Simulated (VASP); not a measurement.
# Ni (Fm-3m) in VASP: notebook

Runs on Ni. Level: PBEsol. Tasks: relaxation of cell and atoms, single point.

Everything below comes from runs of VASP 6.6.1. Logs are shortened: lines on timing, memory, paths and dates and some standing lists are left out, and cuts for length are marked.

## 1. The cell of the first run

The structure is cubic, space group Fm-3m (No. 225). Conventional cell: a = 3.536 Å, b = 3.536 Å, c = 3.536 Å, α = 90.00°, β = 90.00°, γ = 90.00°. Ni (site symmetry m-3m) has 12 Ni at 2.50 Å within 3.3 Å.

## 2. Relaxation of cell and atoms, PBEsol, collinear spin, ferromagnetic start

Input file INCAR:

```
SYSTEM = Ni
ALGO     = Normal         ! electronic algorithm
EDIFF    = 1E-6           ! SCF threshold, eV
EDIFFG   = -0.05          ! ionic threshold
ENCUT    = 600            ! plane-wave cutoff, eV
GGA      = PS             ! functional
IBRION   = 2              ! ionic algorithm
ISIF     = 3              ! what is computed and relaxed
ISMEAR   = 0              ! smearing method
ISPIN    = 2              ! spin polarisation
LASPH    = .True.         ! aspherical terms in the spheres
LCHARG   = .False.        ! write CHGCAR
LMAXMIX  = 4              ! l up to which the mixer works
LORBIT   = 11             ! projections on sites
LREAL    = .False.        ! projectors in reciprocal space
LWAVE    = .False.        ! write WAVECAR
MAGMOM   = 0.81           ! initial moments
NELM     = 150            ! most SCF steps
NSW      = 100            ! ionic steps
PREC     = Accurate       ! precision mode
SIGMA    = 0.1            ! smearing width, eV
```

Input file KPOINTS:

```
k-points
0
Gamma
  10 10 10
  0 0 0
```

Input file POSCAR:

```
Ni
1.0
    0.0000000000      1.7679500000      1.7679500000
    1.7679500000      0.0000000000      1.7679500000
    1.7679500000      1.7679500000      0.0000000000
Ni
1
Direct
    0.0000000000      0.0000000000      0.0000000000
```

Potentials or basis: VASP PAW PBE potentials, release 64 (Ni).

Run with:

```bash
> cat potpaw_PBE.64/Ni/POTCAR > POTCAR
> mpirun -np 1 vasp_std > vasp.out
```

OUTCAR:

```text
SYSTEM = Ni
   EDIFF = 1E-6
   EDIFFG = -0.05
   ENCUT = 600
   GGA = PS
   IBRION = 2
   ISIF = 3
   ISMEAR = 0
   ISPIN = 2
   LASPH = .True.
   LORBIT = 11
   LREAL = .False.
   NELM = 150
   NSW = 100
   PREC = Accurate

 ion  position               nearest neighbor table
   1  0.000  0.000  0.000-

  LATTYP: Found a face centered cubic cell.
 ALAT       =     3.5359000000

  Lattice vectors:

 A1 = (   0.0000000000,   1.7679500000,   1.7679500000)
 A2 = (   1.7679500000,   0.0000000000,   1.7679500000)
 A3 = (   1.7679500000,   1.7679500000,   0.0000000000)

Analysis of symmetry for initial positions (statically):
=====================================================================
 Subroutine PRICEL returns:
 Original cell was already a primitive cell.

 Routine SETGRP: Setting up the symmetry group for a
 face centered cubic supercell.

 Subroutine GETGRP returns: Found 48 space group operations
 (whereof 48 operations were pure point group operations)
 out of a pool of 48 trial point group operations.

The static configuration has the point symmetry O_h .

Analysis of symmetry for dynamics (positions and initial velocities):
=====================================================================
 Subroutine PRICEL returns:
 Original cell was already a primitive cell.

 Routine SETGRP: Setting up the symmetry group for a
 face centered cubic supercell.

 Subroutine GETGRP returns: Found 48 space group operations
 (whereof 48 operations were pure point group operations)
 out of a pool of 48 trial point group operations.

The dynamic configuration has the point symmetry O_h .

Analysis of structural, dynamic, and magnetic symmetry:
=====================================================================
 Subroutine PRICEL returns:
 Original cell was already a primitive cell.

 Routine SETGRP: Setting up the symmetry group for a
 face centered cubic supercell.

 Subroutine GETGRP returns: Found 48 space group operations
 (whereof 48 operations were pure point group operations)
 out of a pool of 48 trial point group operations.

The overall configuration has the point symmetry O_h .

 Subroutine INISYM returns: Found 48 space group operations
 (whereof 48 operations are pure point group operations),
 and found     1 'primitive' translations

----------------------------------------------------------------------------------------

                                     Primitive cell

  volume of cell :      11.0520

  direct lattice vectors                    reciprocal lattice vectors
     0.000000000  1.767950000  1.767950000    -0.282813428  0.282813428  0.282813428
     1.767950000  0.000000000  1.767950000     0.282813428 -0.282813428  0.282813428
     1.767950000  1.767950000  0.000000000     0.282813428  0.282813428 -0.282813428

  length of vectors
     2.500258868  2.500258868  2.500258868     0.489847226  0.489847226  0.489847226

  position of ions in fractional coordinates (direct lattice)
     0.000000000  0.000000000  0.000000000

  ion indices of the primitive-cell ions
   primitive index   ion index
                 1           1

----------------------------------------------------------------------------------------

 KPOINTS: k-points

Automatic generation of k-mesh.
 Grid dimensions read from file:
 generate k-points for:   10   10   10

 Generating k-lattice:

  Cartesian coordinates                     Fractional coordinates (reciprocal lattice)
    -0.028281343  0.028281343  0.028281343     0.100000000  0.000000000  0.000000000
     0.028281343 -0.028281343  0.028281343     0.000000000  0.100000000  0.000000000
     0.028281343  0.028281343 -0.028281343     0.000000000  0.000000000  0.100000000

  Length of vectors
     0.048984723  0.048984723  0.048984723

  Shift w.r.t. Gamma in fractional coordinates (k-lattice)
     0.000000000  0.000000000  0.000000000

 Subroutine IBZKPT returns following result:
 ===========================================

 Found     47 irreducible k-points:

 Following reciprocal coordinates:
            Coordinates               Weight
  0.000000  0.000000  0.000000      1.000000
  0.100000  0.000000  0.000000      8.000000
  0.200000  0.000000  0.000000      8.000000
  0.300000  0.000000  0.000000      8.000000
  0.400000  0.000000  0.000000      8.000000
  0.500000  0.000000  0.000000      4.000000
[... 16 lines left out ...]
  0.300000  0.300000  0.000000      6.000000
  0.400000  0.300000  0.000000     24.000000
 [... further k-points ...]
   k-points           NKPTS =     47   k-points in BZ     NKDIM =     47   number of bands    NBANDS=      9
   number of dos      NEDOS =    301   number of ions     NIONS =      1
   total plane-waves  NPLWV =   8000
   dimension x,y,z NGX =    20 NGY =   20 NGZ =   20
   dimension x,y,z NGXF=    40 NGYF=   40 NGZF=   40
   ions per type =               1
   NGX,Y,Z   is equivalent  to a cutoff of  13.30, 13.30, 13.30 a.u.
   NGXF,Y,Z  is equivalent  to a cutoff of  26.60, 26.60, 26.60 a.u.
 SYSTEM =  Ni
   PREC   = accura    normal or accurate (medium, high low for compatibility)
   ISTART =      0    job   : 0-new  1-cont  2-samecut
   ICHARG =      2    charge: 1-file 2-atom 10-const
   ISPIN  =      2    spin polarized calculation?
   LNONCOLLINEAR =      F non collinear calculations
   LSORBIT =      F    spin-orbit coupling
   LASPH  =      T    aspherical Exc in radial PAW
   ENCUT  =  600.0 eV  44.10 Ry    6.64 a.u.   4.99  4.99  4.99*2*pi/ulx,y,z
   NELM   =    150;   NELMIN=  2; NELMDL= -5     # of ELM steps
   EDIFF  = 0.1E-05   stopping-criterion for ELM
   LREAL  =      F    real-space projection
   EDIFFG = -.5E-01   stopping-criterion for IOM
   NSW    =    100    number of steps for IOM
   IBRION =      2    ionic relax: 0-MD 1-quasi-New 2-CG
   NFREE  =      1    steps in history (QN), initial steepest desc. (CG)
   ISIF   =      3    stress and relaxation
   ISYM   =      2    0-nonsym 1-usesym 2-fastsym
   POTIM  = 0.5000    time-step for ionic-motion
   TEBEG  =    0.0;   TEEND  =   0.0 temperature during run
   PSTRESS=    0.0 pullay stress
   NELECT =      10.0000    total number of electrons
   NUPDOWN=      -1.0000    fix difference up-down
   EMIN   =  10.00;   EMAX   =-10.00  energy-range for DOS
   EFERMI =   0.00;   METHOD = LEGACY
   ISMEAR =     0;   SIGMA  =   0.10  broadening in eV -4-tet -1-fermi 0-gaus
   EFERMI_NEDOS =   21; number of points for ismear=-14 and -15
   IALGO  =     38    algorithm
   IMIX   =      4    mixing-type and parameters
     AMIX     =   0.40;   BMIX     =  1.00
     AMIX_MAG =   1.60;   BMIX_MAG =  1.00
  volume/ion in A,a.u.               =      11.05        74.58
  Fermi-wavevector in a.u.,A,eV,Ry     =   1.583415  2.992221 34.112584  2.507204
  Thomas-Fermi vector in A             =   2.683189
   LORBIT       =     11    0 simple, 1 ext, 2 COOP (PROOUT), +10 PAW based schemes
   GGA     = PS    functional components
   LHFCALC =     F    Hartree Fock is set to
   AEXX    =    0.0000 exact exchange contribution
   IVDW    =     0    specifies the selected vdW correction
   LEPSILON=     F    determine dielectric tensor
   LRPA    =     F    only Hartree local field effects (RPA)
 conjugate gradient relaxation of ions
 spin polarized calculation
 Gauss-broadening in eV      SIGMA  =   0.10
  energy-cutoff  :      600.00
  volume of cell :       11.05
 maximum number of plane-waves:       377
   NGX =  9   NGY =  9   NGZ =  9

--------------------------------------- Ionic step        1  -------------------------------------------

 number of electron      10.0000010 magnetization       0.7210984

 Free energy of the ion-electron system (eV)
  ---------------------------------------------------
  ext. energy  EPLUGINS =         0.00000000
  ---------------------------------------------------
  free energy    TOTEN  =        -6.11450317 eV

  energy without entropy =       -6.10568853  energy(sigma->0) =       -6.11009585

------------------------ aborting loop because EDIFF is reached ----------------------------------------

  FORCE on cell =-STRESS in cart. coord.  units (eV):
  Direction    XX          YY          ZZ          XY          YZ          ZX
  --------------------------------------------------------------------------------------
  -------------------------------------------------------------------------------------
  Total       -0.8235297     -0.8235297     -0.8235297      0.0000000      0.0000000      0.0000000
  in kB     -119.3850445   -119.3850445   -119.3850445      0.0000000      0.0000000      0.0000000
  external PRESSURE =    -119.3850445 kB  Pullay stress =       0.0000000 kB
[... 20 lines left out ...]
  energy  without entropy=       -6.1056885288  energy(sigma->0) =       -6.11009585

--------------------------------------- Ionic step        2  -------------------------------------------

 number of electron      10.0000001 magnetization       0.6827391

 E-fermi :  10.7850     XC(G=0): -14.0773

 val. band max:       10.7796941070   @ k =   0.5000   0.3000   0.1000
 cond. band min:      10.7984430004   @ k =   0.4000   0.0000   0.0000
 fundamental gap:      0.0187488933
 Fermi energy:        10.7850374264

 spin component 1

 k-point     1 :       0.0000    0.0000    0.0000
  band No.  band energies     occupation
      1       0.9371      1.00000
      2       8.0148      1.00000
      3       8.0148      1.00000
      4       8.0148      1.00000
      5       9.3801      1.00000
      6       9.3801      1.00000
      7      35.3533      0.00000
      8      40.0332      0.00000
      9      40.0332      0.00000
[... 600 lines left out ...]
  energy  without entropy=       -6.1028831995  energy(sigma->0) =       -6.10697847

--------------------------------------- Ionic step        3  -------------------------------------------

 number of electron       9.9999996 magnetization       0.7069450

 Free energy of the ion-electron system (eV)
  ---------------------------------------------------
  ext. energy  EPLUGINS =         0.00000000
  ---------------------------------------------------
  free energy    TOTEN  =        -6.14000043 eV

  energy without entropy =       -6.13141446  energy(sigma->0) =       -6.13570745

 E-fermi :   9.8399     XC(G=0): -13.7013

 val. band max:        9.8308128811   @ k =  -0.4000   0.2000   0.0000
 cond. band min:       9.8445959696   @ k =   0.5000   0.3000   0.1000
 fundamental gap:      0.0137830885
 Fermi energy:         9.8399435493

 spin component 1

 k-point     1 :       0.0000    0.0000    0.0000
  band No.  band energies     occupation
      1       0.4442      1.00000
      2       7.2277      1.00000
      3       7.2277      1.00000
      4       7.2277      1.00000
      5       8.4811      1.00000
      6       8.4811      1.00000
      7      33.8925      0.00000
      8      38.0767      0.00000
      9      38.0767      0.00000
[... 596 lines left out ...]
  FREE ENERGIE OF THE ION-ELECTRON SYSTEM (eV)
  ---------------------------------------------------
  free  energy   TOTEN  =        -6.1400004336 eV

  energy  without entropy=       -6.1314144608  energy(sigma->0) =       -6.13570745

 reached required accuracy - stopping structural energy minimisation

 total charge

# of ion       s       p       d       tot
------------------------------------------
    1        0.522   0.546   8.327   9.395

 magnetization (x)

# of ion       s       p       d       tot
------------------------------------------
    1       -0.003  -0.021   0.736   0.711
```

Run time: 25 s. Hardware: 1 thread of Intel Xeon Platinum 8259CL at 2.50GHz (Skylake/Cascade Lake), shared host; peak memory 0.14 GiB.

Results:

```
Free energy                                           : -6.1400 eV
Relaxed volume                                        : 10.41 Å³/atom
Relaxed cell                                          : a = 2.451 Å, b = 2.451 Å, c = 2.451 Å, α = 60.00°, β = 60.00°, γ = 60.00°
Space group after relaxing (to 0.05 Å)                : Fm-3m (No. 225)
Energy gained by relaxing                             : 25.5 meV/atom
Ionic steps                                           : 3
Pressure after relaxing                               : -0.3 GPa
Net moment                                            : 0.71 μB per cell
Site moments                                          : Ni +0.71 μB
Valence electrons inside the program's atomic spheres : Ni 9.39
```

Step by step:
```tsv
step	energy change (eV)	largest force (eV/Å)	pressure (GPa)	volume (Å³)
1	0.0000	0.0000	-11.94	11.05
2	0.0034	0.0000	16.04	9.79
3	-0.0255	0.0000	-0.35	10.41
```

Final structure:
```
CELL_PARAMETERS angstrom
0.00000 1.73299 1.73299
1.73299 0.00000 1.73299
1.73299 1.73299 0.00000
ATOMIC_POSITIONS crystal
Ni 0.00000 0.00000 0.00000
```

Caveat: the PAW data sets were made with another functional, which shifts forces and pressure a little.

(Continued in part 2 of 3.)
